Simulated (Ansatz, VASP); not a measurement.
Cd in VASP and in Ansatz

The input POSCAR:

```
Cd
1.0
   -1.5897302090      1.5897302090      2.2478785156
    1.5897302090     -1.5897302090      2.2478785156
    1.5897302090      1.5897302090     -2.2478785156
Cd
1
Direct
    0.0000000000      0.0000000000      0.0000000000
```

File INCAR.step1:

```
PREC = Accurate ; ENCUT = 520
ISMEAR = 0 ; SIGMA = 0.15
LREAL = F ; LASPH = T
NELM = 80 ; NBANDS = 12
GGA = PE ; ALGO = Normal
EDIFF = 1E-4 ; LWAVE = T
LCHARG = F
```

The input INCAR.step2:

```
PREC = Accurate ; ENCUT = 520
EDIFF = 1E-6 ; ISMEAR = 0
SIGMA = 0.15 ; LREAL = F
LASPH = T ; NELM = 80
ALGO = Normal ; ISIF = 2
LWAVE = F ; LCHARG = F
METAGGA = R2SCAN ; LMIXTAU = T
NBANDS = 12 ; ISTART = 1
```

Contents of KPOINTS:

```
regular mesh
0
Gamma
  20 20 20
```

Input for Ansatz:

```yaml
crystal:
  lattice:
    - [-1.589730209, 1.589730209, 2.2478785156]
    - [1.589730209, -1.589730209, 2.2478785156]
    - [1.589730209, 1.589730209, -2.2478785156]
  atoms:
    - { symbol: Cd, position: [0.0, 0.0, 0.0] }
basis:
  ecutwfc: 500
kpoints:
  mp_grid: { grid: [20, 20, 20] }
hamiltonian:
  xc: r2scan
scf:
  occupations: { method: gaussian, width: 0.15 }
output:
  forces: true
  stress: true
  eigenvalues: true
```

Alike in both runs: task single point; functional r2SCAN; k mesh 20 × 20 × 20; occupations gaussian, width 0.15 eV; no spin polarisation.

|  | VASP | Ansatz |
| --- | --- | --- |
| version | VASP 6.6.1 | Ansatz 0.2.0 |
| potentials or method | VASP PAW PBE potentials, release 64 (Cd), cutoff 520 eV | scalar-relativistic, plane waves, PAW |
| valence electrons in the cell | 12 | 20 |

Ansatz gave:

| Quantity | Value |
| --- | --- |
| gap on the k mesh at the Fermi level (eV) | none |
| pressure (GPa) | -2.2 |

**Question.** Which values does VASP return?

**Answer.** gap on the k mesh at the Fermi level (eV): none; pressure (GPa): -1.9.

VASP's potentials were made for PBE, not for r2SCAN. A gap of «none» marks a metal or a gap that the smearing closes. With one functional, cell and mesh, what is left measures potentials, basis and numerics. VASP's potentials hold 12 valence electrons a cell and Ansatz's 20, so a difference there can come from the potentials and not from the codes.
